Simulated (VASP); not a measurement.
# ZnO (Cmmm) in VASP: further runs

ZnO is run at these levels: PBEsol+D4, PBEsol+D3(BJ), RPBE+D3(BJ); tasks: single point, relaxation of cell and atoms.

All numbers are computed with VASP 6.6.1; they aren't measurements. Logs are shortened: lines on timing, memory, paths and dates and some standing lists are left out, and cuts for length are marked.

## Step 1: The cell of the first run

It takes space group Cmmm (No. 65, orthorhombic). Conventional cell: a = 2.870 Å, b = 5.678 Å, c = 2.771 Å, α = 90.00°, β = 90.00°, γ = 90.00°. Zn (site symmetry mmm) has 4 O at 1.99 Å within 2.6 Å. Within 2.6 Å of O (site symmetry mmm) lie 4 Zn at 1.99 Å.

## Step 2: Single point, PBEsol+D4

INCAR reads:

```
ALGO     = Normal         # electronic algorithm
EDIFF    = 1E-7           # SCF threshold, eV
ENCUT    = 520            # plane-wave cutoff, eV
GGA      = PS             # functional
ISIF     = 2              # what is computed and relaxed
ISMEAR   = -1             # smearing method
IVDW     = 13             # dispersion correction
LASPH    = True           # aspherical terms in the spheres
LCHARG   = False          # write CHGCAR
LREAL    = False          # projectors in reciprocal space
LWAVE    = False          # write WAVECAR
NBANDS   = 16             # bands
NELM     = 80             # most SCF steps
PREC     = Accurate       # precision mode
SIGMA    = 0.05           # smearing width, eV
```

KPOINTS reads:

```
k-points
0
Gamma
  10 10 9
```

POSCAR reads:

```
ZnO
1.0
    1.4350022414     -2.8389686404      0.0000000000
    1.4350022414      2.8389686404      0.0000000000
    0.0000000000      0.0000000000      2.7711079746
Zn O
1 1
Direct
    0.0000000000      0.0000000000      0.0000000000
    0.5000000000      0.5000000000      0.5000000000
```

Potentials or basis: VASP PAW PBE potentials, release 64 (Zn, O).

Launch:

```bash
$ cat potpaw_PBE.64/Zn/POTCAR potpaw_PBE.64/O/POTCAR > POTCAR
$ mpirun -np 1 vasp_std > vasp.out
```

OUTCAR:

```text
EDIFF = 1E-7
   ENCUT = 520
   GGA = PS
   ISIF = 2
   ISMEAR = -1
   IVDW = 13
   LASPH = True
   LREAL = False
   NELM = 80
   PREC = Accurate

 ion  position               nearest neighbor table
   1  0.000  0.000  0.000-   2 1.99   2 1.99   2 1.99   2 1.99
   2  0.500  0.500  0.500-   1 1.99   1 1.99   1 1.99   1 1.99

  LATTYP: Found a base centered orthorhombic cell.
 ALAT       =     2.8700044828
 B/A-ratio  =     1.9783722690
 C/A-ratio  =     0.9655413402

  Lattice vectors:

 A1 = (   1.4350022414,  -2.8389686404,   0.0000000000)
 A2 = (   1.4350022414,   2.8389686404,   0.0000000000)
 A3 = (   0.0000000000,   0.0000000000,   2.7711079746)

Analysis of symmetry for initial positions (statically):
=====================================================================
 Subroutine PRICEL returns:
 Original cell was already a primitive cell.

 Routine SETGRP: Setting up the symmetry group for a
 base centered orthorhombic supercell.

 Subroutine GETGRP returns: Found  8 space group operations
 (whereof  8 operations were pure point group operations)
 out of a pool of  8 trial point group operations.

The static configuration has the point symmetry D_2h.

Analysis of symmetry for dynamics (positions and initial velocities):
=====================================================================
 Subroutine PRICEL returns:
 Original cell was already a primitive cell.

 Routine SETGRP: Setting up the symmetry group for a
 base centered orthorhombic supercell.

 Subroutine GETGRP returns: Found  8 space group operations
 (whereof  8 operations were pure point group operations)
 out of a pool of  8 trial point group operations.

The dynamic configuration has the point symmetry D_2h.

 Subroutine INISYM returns: Found  8 space group operations
 (whereof  8 operations are pure point group operations),
 and found     1 'primitive' translations

----------------------------------------------------------------------------------------

                                     Primitive cell

  volume of cell :      22.5786

  direct lattice vectors                    reciprocal lattice vectors
     1.435002241 -2.838968640  0.000000000     0.348431512 -0.176120297  0.000000000
     1.435002241  2.838968640  0.000000000     0.348431512  0.176120297  0.000000000
     0.000000000  0.000000000  2.771107975     0.000000000  0.000000000  0.360866487

  length of vectors
     3.181033539  3.181033539  2.771107975     0.390413726  0.390413726  0.360866487

  position of ions in fractional coordinates (direct lattice)
     0.000000000  0.000000000  0.000000000
     0.500000000  0.500000000  0.500000000

  ion indices of the primitive-cell ions
   primitive index   ion index
                 1           1
                 2           2

----------------------------------------------------------------------------------------

 KPOINTS: k-points

Automatic generation of k-mesh.
 Grid dimensions read from file:
 generate k-points for:   10   10    9

 Generating k-lattice:

  Cartesian coordinates                     Fractional coordinates (reciprocal lattice)
     0.034843151 -0.017612030  0.000000000     0.100000000 -0.000000000  0.000000000
     0.034843151  0.017612030  0.000000000    -0.000000000  0.100000000  0.000000000
     0.000000000  0.000000000  0.040096276     0.000000000  0.000000000  0.111111111

  Length of vectors
     0.039041373  0.039041373  0.040096276

  Shift w.r.t. Gamma in fractional coordinates (k-lattice)
     0.000000000  0.000000000  0.000000000

 Subroutine IBZKPT returns following result:
 ===========================================

 Found    155 irreducible k-points:

 Following reciprocal coordinates:
            Coordinates               Weight
  0.000000  0.000000  0.000000      1.000000
  0.100000  0.000000  0.000000      4.000000
  0.200000  0.000000  0.000000      4.000000
  0.300000 -0.000000  0.000000      4.000000
  0.400000  0.000000  0.000000      4.000000
  0.500000  0.000000  0.000000      2.000000
[... 16 lines left out ...]
  0.300000  0.300000  0.000000      2.000000
  0.400000  0.300000  0.000000      4.000000
 [... further k-points ...]
   k-points           NKPTS =    155   k-points in BZ     NKDIM =    155   number of bands    NBANDS=     16
   number of dos      NEDOS =    301   number of ions     NIONS =      2
   total plane-waves  NPLWV =  13824
   dimension x,y,z NGX =    24 NGY =   24 NGZ =   24
   dimension x,y,z NGXF=    48 NGYF=   48 NGZF=   48
   ions per type =               1   1
   NGX,Y,Z   is equivalent  to a cutoff of  12.54, 12.54, 14.40 a.u.
   NGXF,Y,Z  is equivalent  to a cutoff of  25.09, 25.09, 28.80 a.u.
 SYSTEM =  unknown system
   PREC   = accura    normal or accurate (medium, high low for compatibility)
   ISTART =      0    job   : 0-new  1-cont  2-samecut
   ICHARG =      2    charge: 1-file 2-atom 10-const
   ISPIN  =      1    spin polarized calculation?
   LNONCOLLINEAR =      F non collinear calculations
   LSORBIT =      F    spin-orbit coupling
   LASPH  =      T    aspherical Exc in radial PAW
   ENCUT  =  520.0 eV  38.22 Ry    6.18 a.u.   5.91  5.91  5.15*2*pi/ulx,y,z
   NELM   =     80;   NELMIN=  2; NELMDL= -5     # of ELM steps
   EDIFF  = 0.1E-06   stopping-criterion for ELM
   LREAL  =      F    real-space projection
   EDIFFG = 0.1E-05   stopping-criterion for IOM
   NSW    =      0    number of steps for IOM
   IBRION =     -1    ionic relax: 0-MD 1-quasi-New 2-CG
   NFREE  =      0    steps in history (QN), initial steepest desc. (CG)
   ISIF   =      2    stress and relaxation
   ISYM   =      2    0-nonsym 1-usesym 2-fastsym
   POTIM  = 0.5000    time-step for ionic-motion
   TEBEG  =    0.0;   TEEND  =   0.0 temperature during run
   PSTRESS=    0.0 pullay stress
   NELECT =      18.0000    total number of electrons
   NUPDOWN=      -1.0000    fix difference up-down
   EMIN   =  10.00;   EMAX   =-10.00  energy-range for DOS
   EFERMI =   0.00;   METHOD = LEGACY
   ISMEAR =    -1;   SIGMA  =   0.05  broadening in eV -4-tet -1-fermi 0-gaus
   EFERMI_NEDOS =   21; number of points for ismear=-14 and -15
   IALGO  =     38    algorithm
   IMIX   =      4    mixing-type and parameters
     AMIX     =   0.40;   BMIX     =  1.00
     AMIX_MAG =   1.60;   BMIX_MAG =  1.00
  volume/ion in A,a.u.               =      11.29        76.18
  Fermi-wavevector in a.u.,A,eV,Ry     =   1.517983  2.868571 31.351513  2.304271
  Thomas-Fermi vector in A             =   2.627165
   LORBIT       =      0    0 simple, 1 ext, 2 COOP (PROOUT), +10 PAW based schemes
   GGA     = PS    functional components
   LHFCALC =     F    Hartree Fock is set to
   AEXX    =    0.0000 exact exchange contribution
   IVDW    =    13    specifies the selected vdW correction
   LEPSILON=     F    determine dielectric tensor
   LRPA    =     F    only Hartree local field effects (RPA)
 non-spin polarized calculation
  energy-cutoff  :      520.00
  volume of cell :       22.58
 maximum number of plane-waves:       626
   NGX = 11   NGY = 11   NGZ = 11

 number of electron      18.0000005 magnetization

 Free energy of the ion-electron system (eV)
  ---------------------------------------------------
  ext. energy  EPLUGINS =         0.00000000
  ---------------------------------------------------
  free energy    TOTEN  =        -8.92208629 eV

  energy without entropy =       -8.92152590  energy(sigma->0) =       -8.92180610

 E-fermi :   2.4801     XC(G=0): -11.5725

 val. band max:        2.3490260698   @ k =   0.5000   0.0000   0.0000
 cond. band min:       2.6161321801   @ k =  -0.1000   0.1000   0.0000
 fundamental gap:      0.2671061104
 Fermi energy:         2.4800609480

 k-point     1 :       0.0000    0.0000    0.0000
  band No.  band energies     occupation
      1     -16.7337      2.00000
      2      -4.0571      2.00000
      3      -3.8359      2.00000
      4      -3.5380      2.00000
      5      -3.2983      2.00000
      6      -3.1599      2.00000
[... 8 lines left out ...]
     15      19.5770      0.00000
     16      22.8854      0.00000

 k-point     2 :       0.1000    0.0000    0.0000
  band No.  band energies     occupation
      1     -16.6371      2.00000
      2      -4.0985      2.00000
      3      -3.8201      2.00000
      4      -3.5947      2.00000
      5      -3.3838      2.00000
      6      -3.3005      2.00000
[... 8 lines left out ...]
     15      20.0146      0.00000
     16      22.8246      0.00000

 k-point     3 :       0.2000    0.0000    0.0000
  band No.  band energies     occupation
      1     -16.3710      2.00000
      2      -4.3641      2.00000
      3      -3.9380      2.00000
      4      -3.8282      2.00000
      5      -3.5917      2.00000
      6      -3.3090      2.00000
[... 8 lines left out ...]
     15      20.5275      0.00000
     16      23.3523      0.00000

 k-point     4 :       0.3000   -0.0000    0.0000
  band No.  band energies     occupation
      1     -16.0101      2.00000
      2      -5.0547      2.00000
      3      -4.2392      2.00000
      4      -4.1877      2.00000
      5      -3.4548      2.00000
      6      -3.3189      2.00000
[... 8 lines left out ...]
     15      21.5034      0.00000
     16      24.7448      0.00000
[... 324 lines left out ...]
 k-point    22 :      -0.2000    0.2000    0.0000
  band No.  band energies     occupation
      1     -16.5645      2.00000
      2      -3.9852      2.00000
      3      -3.8718      2.00000
      4      -3.4631      2.00000
      5      -3.3489      2.00000
      6      -3.1672      2.00000
[... 8 lines left out ...]
     15      22.0305      0.00000
     16      22.2748      0.00000

 k-point    23 :       0.3000    0.3000    0.0000
  band No.  band energies     occupation
      1     -15.5602      2.00000
      2      -5.7709      2.00000
      3      -4.5018      2.00000
      4      -4.3352      2.00000
      5      -3.3729      2.00000
      6      -3.3571      2.00000
[... 8 lines left out ...]
     15      21.9355      0.00000
     16      23.2764      0.00000

 k-point    24 :       0.4000    0.3000    0.0000
  band No.  band energies     occupation
      1     -15.7442      2.00000
      2      -5.1392      2.00000
      3      -4.2697      2.00000
      4      -4.2248      2.00000
      5      -3.3954      2.00000
      6      -3.3821      2.00000
[... 8 lines left out ...]
     15      22.3743      0.00000
     16      23.2688      0.00000

 [... further k-points ...]

------------------------ aborting loop because EDIFF is reached ----------------------------------------

  DFT-D4 for vdW energy calculation

  Edisp (eV):   -0.28383

  FORCE on cell =-STRESS in cart. coord.  units (eV):
  Direction    XX          YY          ZZ          XY          YZ          ZX
  --------------------------------------------------------------------------------------
  -------------------------------------------------------------------------------------
  Total       0.26096    -0.01757     0.24664    -0.00000     0.00000     0.00000
  in kB      18.51748    -1.24697    17.50131    -0.00000     0.00000     0.00000
  external pressure =       11.59 kB  Pullay stress =        0.00 kB

 VOLUME and BASIS-vectors are now :
 -----------------------------------------------------------------------------
  energy-cutoff  :      520.00
  volume of cell :       22.58
      direct lattice vectors                 reciprocal lattice vectors
     1.435002241 -2.838968640  0.000000000     0.348431512 -0.176120297  0.000000000
     1.435002241  2.838968640  0.000000000     0.348431512  0.176120297  0.000000000
     0.000000000  0.000000000  2.771107975     0.000000000  0.000000000  0.360866487

 POSITION                                       TOTAL-FORCE (eV/Angst)
 -----------------------------------------------------------------------------------
      0.00000      0.00000      0.00000         0.000000      0.000000      0.000000
      1.43500      0.00000      1.38555         0.000000      0.000000      0.000000
 -----------------------------------------------------------------------------------
    total drift:                                0.000000     -0.000000     -0.000000

  FREE ENERGIE OF THE ION-ELECTRON SYSTEM (eV)
  ---------------------------------------------------
  free  energy   TOTEN  =        -9.2059186989 eV

  energy  without entropy=       -9.2053583071  energy(sigma->0) =       -9.20563850
```

Run time: 16 s. Hardware: 1 thread of Intel Xeon 6975P-C (Granite Rapids), shared host; peak memory 0.18 GiB.

Results:

- Free energy: -9.2059 eV
- Pressure: 1.2 GPa
- Band gap on the k mesh: zero (band 9 reaches 2.35 eV, above the bottom of band 10 at 2.07 eV)
- Dispersion energy per atom: -0.142 eV

Caveat: the PAW data sets were made with another functional, which shifts forces and pressure a little; pairwise dispersion overbinds metals, which lowers pressure and volume.

(Continued in part 2 of 2.)
